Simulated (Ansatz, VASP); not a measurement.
## CsI in VASP and in Ansatz

The input INCAR:

```
  ALGO = Normal
  EDIFF = 1E-6
  ENCUT = 500
  GGA = CA
  GGA_COMPAT = False
  ISIF = 2
  ISMEAR = 0
  LASPH = True
  LCHARG = False
  LREAL = False
  LWAVE = False
  NBANDS = 15
  NELM = 120
  PREC = Accurate
  SIGMA = 0.01
```

The input KPOINTS:

```
k-points
0
Gamma
  6 6 6
```

POSCAR

```
CsI
1.0
    4.4017060310      0.0000000000      0.0000000000
    0.0000000000      4.4017060310      0.0000000000
    0.0000000000      0.0000000000      4.3796975009
Cs I
1 1
Direct
    0.0000000000      0.0000000000      0.0000000000
    0.5000000000      0.5000000000      0.5000000000
```

Input for Ansatz:

```yaml
crystal:
  lattice:
    - [4.40170603104, 0.0, 0.0]
    - [0.0, 4.40170603104, 0.0]
    - [0.0, 0.0, 4.37969750088]
  atoms:
    - { symbol: Cs, position: [0.0, 0.0, 0.0] }
    - { symbol: I, position: [0.5, 0.5, 0.5] }
kpoints:
  mp_grid: { grid: [6, 6, 6] }
scf:
  occupations: { method: fixed }
  convergence: { dr2_threshold: 1.0e-10 }
hamiltonian:
  xc: lda
  pseudopotentials: { kind: all_electron, lapw: { basis_error: 0.0005 } }
output:
  forces: true
  stress: true
  eigenstates:
    kpoints:
      - [0.0, 0.0, 0.0]
      - [0.0, 0.5, 0.5]
      - [0.5, 0.0, 0.5]
      - [0.5, 0.5, 0.0]
      - [-0.5, -0.5, -0.5]
      - [0.0, -0.5, 0.0]
      - [0.0, 0.0, -0.5]
      - [-0.5, 0.0, 0.0]
  eigenvalues: true
```

Change from the starting cell: z stretched by -0.5 %, x and y held.

Alike in both runs: task single point; functional LDA; k mesh 6 × 6 × 6; no spin polarisation.

```csv
,VASP,Ansatz
version,VASP 6.6.1,Ansatz 0.2.0
potentials or method,"VASP PAW LDA potentials, release 64 (Cs_sv, I), cutoff 500 eV","all-electron LAPW, scalar-relativistic"
occupations,"gaussian, width 0.01 eV",fixed
```

|  | VASP | Ansatz | Ansatz less VASP |
| --- | --- | --- | --- |
| gap on the k mesh at the Fermi level (eV) | 3.74 | 3.77 | +0.034 |
| pressure (GPa) | 0.2 | 0.1 | -0.08 |
| traceless stress, the component that is largest in VASP (GPa) | 0.06 | 0.06 | 0.000 |

LDA's correlation is that of Perdew and Zunger in VASP and of Perdew and Wang (1992) in Ansatz. Ansatz ran all-electron here, and VASP with PAW potentials.

Neither program's run includes spin-orbit coupling.
